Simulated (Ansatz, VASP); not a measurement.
## Two plane-wave programs on TiPdSe4

File INCAR:

```
ALGO = Normal ; EDIFF = 1E-6
EDIFFG = -0.08 ; ENCUT = 600
GGA = PE ; IBRION = 2
ISIF = 3 ; ISMEAR = 0
ISPIN = 2 ; LASPH = T
LCHARG = F ; LMAXMIX = 4
LORBIT = 11 ; LREAL = F
LWAVE = F ; MAGMOM = 1 0 0 0 0 0
NELM = 150 ; NSW = 36
PREC = Accurate ; SIGMA = 0.15
```

File KPOINTS:

```
k-points
0
Gamma
  3 3 2
```

Contents of POSCAR:

```
TiPdSe4
1.0
    5.2628361700      0.0000000000      0.0000000000
   -2.6314180900      4.5577498200      0.0000000000
    0.0000000000      0.0000000000      6.6334147200
Ti Pd Se
1 1 4
Direct
    0.0000000000      0.0000000000      0.0000000000
    0.0000000000      0.0000000000      0.5000000000
    0.3333333300      0.6666666700      0.0000000000
    0.6666666700      0.3333333300      0.0000000000
    0.3333333300      0.6666666700      0.5000000000
    0.6666666700      0.3333333300      0.5000000000
```

Input for Ansatz:

```yaml
crystal:
  lattice:
    - [5.26283617, 0.0, 0.0]
    - [-2.63141809, 4.55774982, 0.0]
    - [0.0, 0.0, 6.63341472]
  atoms:
    - { symbol: Ti, position: [0.0, 0.0, 0.0], spin: 1.0 }
    - { symbol: Pd, position: [0.0, 0.0, 0.5] }
    - { symbol: Se, position: [0.33333333, 0.66666667, 0.0] }
    - { symbol: Se, position: [0.66666667, 0.33333333, 0.0] }
    - { symbol: Se, position: [0.33333333, 0.66666667, 0.5] }
    - { symbol: Se, position: [0.66666667, 0.33333333, 0.5] }
basis:
  ecutwfc: 420
kpoints:
  mp_grid: { grid: [3, 3, 2] }
hamiltonian:
  xc: pbe
scf:
  occupations: { method: gaussian, width: 0.15 }
  lower_state_search: "off"
output:
  forces: true
  stress: true
  eigenvalues: true
  populations: true
magnetization:
  spin_polarized: true
relax:
  adjacent_minimum: "off"
  f_tol: 0.08
  max_steps: 16
  cell: { stress_tol: 0.8 }
```

Alike in both runs: task relaxation of cell and atoms; functional PBE; k mesh 3 × 3 × 2; occupations gaussian, width 0.15 eV; collinear spin.

|  | VASP | Ansatz |
| --- | --- | --- |
| version | VASP 6.6.1 | Ansatz 0.2.0 |
| potentials or method | VASP PAW PBE potentials, release 64 (Ti_sv, Pd, Se), cutoff 600 eV | scalar-relativistic, plane waves, PAW |
| valence electrons in the cell | 46 | 94 |

|  | VASP | Ansatz | Ansatz less VASP |
| --- | --- | --- | --- |
| gap on the k mesh at the Fermi level, each at its own relaxed structure (eV) | none | none | - |
| net moment per atom (μB) | 0.00 | 0.13 | +0.130 |
| size of the moment on the site where the two differ most (μB) | 0.00 | 0.55 | +0.546 |
| relaxed volume (Å³/atom) | 19.65 | 19.66 | +0.010 |
| relaxed length of the cell vector where the two differ most in proportion (Å) | 5.682 | 5.670 | -0.0115 |

The net moments are unlike, so the other rows may belong to different states. Site moments also hang on the region over which each program counts them. A gap of «none» marks a metal or a gap that the smearing closes. VASP's potentials hold 46 valence electrons a cell and Ansatz's 94, so a difference there can come from the potentials and not from the codes.

The k mesh is coarse, so the values compare programs but aren't converged. Noted on VASP's run: the volume moved by over 15 % at a fixed basis, so the end points are rough.
